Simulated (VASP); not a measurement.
# ZnIn2Cl4 (P1) in VASP: single point with PBE

Aim: the single point of ZnIn2Cl4 with PBE.

Everything below comes from runs of VASP 6.6.1. Logs are shortened: lines on timing, memory, paths and dates and some standing lists are left out, and cuts for length are marked.

## (1) The cell of the first run

The typed cell holds 7 atoms: a = 6.278 Å, b = 6.332 Å, c = 7.335 Å, α = 105.80°, β = 102.40°, γ = 116.00°.

## (2) Single point, PBE

INCAR reads:

```
PREC = Accurate ; ENCUT = 520
EDIFF = 1E-7 ; ISMEAR = 0
SIGMA = 0.1 ; LREAL = False
LASPH = True ; NELM = 100
ALGO = Normal ; ISIF = 2
LWAVE = False ; LCHARG = False
GGA = PE ; NBANDS = 42
```

KPOINTS reads:

```
Automatic mesh
0
Gamma
  4 4 4
```

POSCAR reads:

```
ZnIn2Cl4
1.0
   -1.4285736099     -6.1134742035      0.0473586649
    6.1734018595      1.4078758947     -0.0589694231
   -2.5004869942      2.2523940967      6.5174125996
Zn In Cl
1 2 4
Direct
    0.0077061190     -0.0434619142      0.0009698900
    0.5416469422      0.2009299594      0.6461706332
    0.8979420583      0.5779429698      0.3541113173
    0.6732551425      0.8117182632      0.7072291268
    0.0318417792      0.5961862989     -0.0116173704
    0.3941804896      0.2542995373      0.0073239861
   -0.0465725307      0.1023848856      0.2958124169
```

Potentials or basis: VASP PAW PBE potentials, release 64 (Zn, In_d, Cl).

Launch:

```sh
> cat potpaw_PBE.64/Zn/POTCAR potpaw_PBE.64/In_d/POTCAR potpaw_PBE.64/Cl/POTCAR > POTCAR
> mpirun -np 1 vasp_std > vasp.out
```

OUTCAR:

```text
PREC = Accurate
   ENCUT = 520
   EDIFF = 1E-7
   ISMEAR = 0
   LREAL = False
   LASPH = True
   NELM = 100
   ISIF = 2
   GGA = PE

 ion  position               nearest neighbor table
   1  0.008  0.957  0.001-   7 2.27   4 2.28   6 2.31   5 2.33
   2  0.542  0.201  0.646-   5 2.92   6 2.97   4 3.03   3 3.77   3 3.93
   3  0.898  0.578  0.354-   6 2.95   5 2.99   7 3.11   7 3.34   2 3.77   2 3.93
   4  0.673  0.812  0.707-   1 2.28   2 3.03
   5  0.032  0.596  0.988-   1 2.33   2 2.92   3 2.99
   6  0.394  0.254  0.007-   1 2.31   3 2.95   2 2.97
   7  0.953  0.102  0.296-   1 2.27   3 3.11   3 3.34

  LATTYP: Found a triclinic cell.
 ALAT       =     6.3321783335
 B/A-ratio  =     1.0553285165
 C/A-ratio  =     1.3079975207
 COS(alpha) =     0.0023235315
 COS(beta)  =     0.5233322378
 COS(gamma) =     0.5356856552

  Lattice vectors:

 A1 = (  -6.1734018595,  -1.4078758947,   0.0589694231)
 A2 = (  -4.7448282496,   4.7055983088,   0.0116107582)
 A3 = (  -3.6729148653,  -3.6602699914,  -6.4584431765)

Analysis of symmetry for initial positions (statically):
=====================================================================
 Subroutine PRICEL returns:
 Original cell was already a primitive cell.

 Routine SETGRP: Setting up the symmetry group for a
 triclinic supercell.

 Subroutine GETGRP returns: Found  1 space group operations
 (whereof  1 operations were pure point group operations)
 out of a pool of  2 trial point group operations.

The static configuration has the point symmetry C_1 .

Analysis of symmetry for dynamics (positions and initial velocities):
=====================================================================
 Subroutine PRICEL returns:
 Original cell was already a primitive cell.

 Routine SETGRP: Setting up the symmetry group for a
 triclinic supercell.

 Subroutine GETGRP returns: Found  1 space group operations
 (whereof  1 operations were pure point group operations)
 out of a pool of  2 trial point group operations.

The dynamic configuration has the point symmetry C_1 .

 Subroutine INISYM returns: Found  1 space group operations
 (whereof  1 operations are pure point group operations),
 and found     1 'primitive' translations

----------------------------------------------------------------------------------------

                                     Primitive cell

  volume of cell :     232.5991

  direct lattice vectors                    reciprocal lattice vectors
    -1.428573610 -6.113474204  0.047358665     0.040019632 -0.172344407  0.074915633
     6.173401860  1.407875895 -0.058969423     0.171757773 -0.039519429  0.079554792
    -2.500486994  2.252394097  6.517412600     0.001263259  0.000894767  0.153610559

  length of vectors
     6.278346298  6.332178333  7.335010659     0.192136716  0.193368774  0.153618360

  position of ions in fractional coordinates (direct lattice)
     0.007706119  0.956538086  0.000969890
     0.541646942  0.200929959  0.646170633
     0.897942058  0.577942970  0.354111317
     0.673255142  0.811718263  0.707229127
     0.031841779  0.596186299  0.988382630
     0.394180490  0.254299537  0.007323986
     0.953427469  0.102384886  0.295812417

  ion indices of the primitive-cell ions
   primitive index   ion index
                 1           1
                 2           2
                 3           3
                 4           4
                 5           5
                 6           6
                 7           7

----------------------------------------------------------------------------------------

 KPOINTS: Automatic mesh

Automatic generation of k-mesh.
 Grid dimensions read from file:
 generate k-points for:    4    4    4

 Generating k-lattice:

  Cartesian coordinates                     Fractional coordinates (reciprocal lattice)
     0.010004908 -0.043086102  0.018728908     0.250000000  0.000000000  0.000000000
     0.042939443 -0.009879857  0.019888698    -0.000000000  0.250000000 -0.000000000
     0.000315815  0.000223692  0.038402640     0.000000000  0.000000000  0.250000000

  Length of vectors
     0.048034179  0.048342193  0.038404590

  Shift w.r.t. Gamma in fractional coordinates (k-lattice)
     0.000000000  0.000000000  0.000000000

 Subroutine IBZKPT returns following result:
 ===========================================

 Found     36 irreducible k-points:

 Following reciprocal coordinates:
            Coordinates               Weight
  0.000000  0.000000  0.000000      1.000000
  0.250000  0.000000  0.000000      2.000000
  0.500000  0.000000  0.000000      1.000000
  0.000000  0.250000  0.000000      2.000000
  0.250000  0.250000 -0.000000      2.000000
  0.500000  0.250000  0.000000      2.000000
[... 16 lines left out ...]
 -0.000000 -0.250000  0.250000      2.000000
  0.250000 -0.250000  0.250000      2.000000
 [... further k-points ...]
   k-points           NKPTS =     36   k-points in BZ     NKDIM =     36   number of bands    NBANDS=     42
   number of dos      NEDOS =    301   number of ions     NIONS =      7
   total plane-waves  NPLWV = 129024
   dimension x,y,z NGX =    48 NGY =   48 NGZ =   56
   dimension x,y,z NGXF=    96 NGYF=   96 NGZF=  112
   ions per type =               1   2   4
   NGX,Y,Z   is equivalent  to a cutoff of  12.71, 12.60, 12.69 a.u.
   NGXF,Y,Z  is equivalent  to a cutoff of  25.42, 25.20, 25.38 a.u.
 SYSTEM =  unknown system
   PREC   = accura    normal or accurate (medium, high low for compatibility)
   ISTART =      0    job   : 0-new  1-cont  2-samecut
   ICHARG =      2    charge: 1-file 2-atom 10-const
   ISPIN  =      1    spin polarized calculation?
   LNONCOLLINEAR =      F non collinear calculations
   LSORBIT =      F    spin-orbit coupling
   LASPH  =      T    aspherical Exc in radial PAW
   ENCUT  =  520.0 eV  38.22 Ry    6.18 a.u.  11.67 11.77 13.64*2*pi/ulx,y,z
   NELM   =    100;   NELMIN=  2; NELMDL= -5     # of ELM steps
   EDIFF  = 0.1E-06   stopping-criterion for ELM
   LREAL  =      F    real-space projection
   EDIFFG = 0.1E-05   stopping-criterion for IOM
   NSW    =      0    number of steps for IOM
   IBRION =     -1    ionic relax: 0-MD 1-quasi-New 2-CG
   NFREE  =      0    steps in history (QN), initial steepest desc. (CG)
   ISIF   =      2    stress and relaxation
   ISYM   =      2    0-nonsym 1-usesym 2-fastsym
   POTIM  = 0.5000    time-step for ionic-motion
   TEBEG  =    0.0;   TEEND  =   0.0 temperature during run
   PSTRESS=    0.0 pullay stress
   NELECT =      66.0000    total number of electrons
   NUPDOWN=      -1.0000    fix difference up-down
   EMIN   =  10.00;   EMAX   =-10.00  energy-range for DOS
   EFERMI =   0.00;   METHOD = LEGACY
   ISMEAR =     0;   SIGMA  =   0.10  broadening in eV -4-tet -1-fermi 0-gaus
   EFERMI_NEDOS =   21; number of points for ismear=-14 and -15
   IALGO  =     38    algorithm
   IMIX   =      4    mixing-type and parameters
     AMIX     =   0.40;   BMIX     =  1.00
     AMIX_MAG =   1.60;   BMIX_MAG =  1.00
  volume/ion in A,a.u.               =      33.23       224.24
  Fermi-wavevector in a.u.,A,eV,Ry     =   1.075772  2.032914 15.745816  1.157285
  Thomas-Fermi vector in A             =   2.211638
   LORBIT       =      0    0 simple, 1 ext, 2 COOP (PROOUT), +10 PAW based schemes
   GGA     = PE    functional components
   LHFCALC =     F    Hartree Fock is set to
   AEXX    =    0.0000 exact exchange contribution
   IVDW    =     0    specifies the selected vdW correction
   LEPSILON=     F    determine dielectric tensor
   LRPA    =     F    only Hartree local field effects (RPA)
 non-spin polarized calculation
 Gauss-broadening in eV      SIGMA  =   0.10
  energy-cutoff  :      520.00
  volume of cell :      232.60
 maximum number of plane-waves:      6291
 NGX is ok and might be reduce to    48
   NGX = 23   NGY = 23   NGZ = 27

 number of electron      66.0000002 magnetization

 Free energy of the ion-electron system (eV)
  ---------------------------------------------------
  ext. energy  EPLUGINS =         0.00000000
  ---------------------------------------------------
  free energy    TOTEN  =       -20.35830118 eV

  energy without entropy =      -20.35830118  energy(sigma->0) =      -20.35830118

 E-fermi :   0.8567     XC(G=0):  -7.5760

 val. band max:        0.4166013629   @ k =   0.5000   0.5000  -0.0000
 cond. band min:       2.7580382103   @ k =   0.5000   0.5000   0.5000
 fundamental gap:      2.3414368473
 Fermi energy:         0.8567175362

 k-point     1 :       0.0000    0.0000    0.0000
  band No.  band energies     occupation
      1     -14.1165      2.00000
      2     -13.8034      2.00000
      3     -13.7103      2.00000
      4     -13.6177      2.00000
      5     -12.7751      2.00000
      6     -12.7620      2.00000
[... 34 lines left out ...]
     41       7.5795      0.00000
     42       7.6447      0.00000

 k-point     2 :       0.2500    0.0000    0.0000
  band No.  band energies     occupation
      1     -14.0786      2.00000
      2     -13.8335      2.00000
      3     -13.7070      2.00000
      4     -13.6252      2.00000
      5     -12.7739      2.00000
      6     -12.7624      2.00000
[... 34 lines left out ...]
     41       7.2144      0.00000
     42       7.7937      0.00000

 k-point     3 :       0.5000    0.0000    0.0000
  band No.  band energies     occupation
      1     -14.0301      2.00000
      2     -13.8725      2.00000
      3     -13.7029      2.00000
      4     -13.6342      2.00000
      5     -12.7757      2.00000
      6     -12.7582      2.00000
[... 897 lines left out ...]
      4     -13.6092      2.00000
      5     -12.7786      2.00000
      6     -12.7606      2.00000
[... 34 lines left out ...]
     41       7.2220      0.00000
     42       7.5910      0.00000

 k-point    24 :       0.2500   -0.2500    0.2500
  band No.  band energies     occupation
      1     -14.0738      2.00000
      2     -13.8235      2.00000
      3     -13.7014      2.00000
      4     -13.6155      2.00000
      5     -12.7654      2.00000
      6     -12.7591      2.00000
[... 34 lines left out ...]
     41       7.3480      0.00000
     42       7.8240      0.00000

 [... further k-points ...]

------------------------ aborting loop because EDIFF is reached ----------------------------------------

  FORCE on cell =-STRESS in cart. coord.  units (eV):
  Direction    XX          YY          ZZ          XY          YZ          ZX
  --------------------------------------------------------------------------------------
  -------------------------------------------------------------------------------------
  Total       -0.0543808     -0.0000754      0.0151764     -0.0051578     -0.0451987      0.0045481
  in kB       -0.3745832     -0.0005194      0.1045375     -0.0355274     -0.3113353      0.0313279
  external PRESSURE =      -0.0901883 kB  Pullay stress =       0.0000000 kB

 VOLUME and BASIS-vectors are now :
 -----------------------------------------------------------------------------
  energy-cutoff  :      520.00
  volume of cell :      232.60
      direct lattice vectors                 reciprocal lattice vectors
    -1.428573610 -6.113474204  0.047358665     0.040019632 -0.172344407  0.074915633
     6.173401860  1.407875895 -0.058969423     0.171757773 -0.039519429  0.079554792
    -2.500486994  2.252394097  6.517412600     0.001263259  0.000894767  0.153610559

 POSITION                                       TOTAL-FORCE (eV/Angst)
 -----------------------------------------------------------------------------------
      5.89166      1.30176     -0.04972        -0.000637     -0.004644      0.004427
     -1.14910     -1.57303      4.22516        -0.003605      0.011080     -0.008871
      1.39965     -3.87828      2.31633         0.002193     -0.005692      0.014446
      2.28085     -1.38017      4.59332         0.001401      0.003120     -0.017764
      1.16357      2.87092      6.40805        -0.004754     -0.005987      0.013656
      0.98846     -2.03529      0.05141         0.005379     -0.001198     -0.020668
     -1.46965     -5.01832      1.96705         0.000023      0.003321      0.014776
 -----------------------------------------------------------------------------------
    total drift:                               -0.001431     -0.000085     -0.000353

  FREE ENERGIE OF THE ION-ELECTRON SYSTEM (eV)
  ---------------------------------------------------
  free  energy   TOTEN  =       -20.3583011781 eV

  energy  without entropy=      -20.3583011781  energy(sigma->0) =      -20.35830118
```

Run time: 5.9 min. Hardware: 1 thread of Intel Xeon Platinum 8259CL at 2.50GHz (Skylake/Cascade Lake), shared host; peak memory 0.54 GiB.

What came out:

```
Free energy            : -20.3583 eV
Pressure               : 0.0 GPa
Largest force          : 0.021 eV/Å
Band gap on the k mesh : 2.34 eV (least direct gap 2.60 eV)
```

Forces on the atoms (eV/Å):
```
Zn  -0.001 -0.005  0.004
In  -0.004  0.011 -0.009
In   0.002 -0.006  0.014
Cl   0.001  0.003 -0.018
Cl  -0.005 -0.006  0.014
Cl   0.005 -0.001 -0.021
Cl   0.000  0.003  0.015
```

Caveat: spin-orbit coupling is left out, which moves the levels of the heavy elements. A k mesh can miss the band edges.
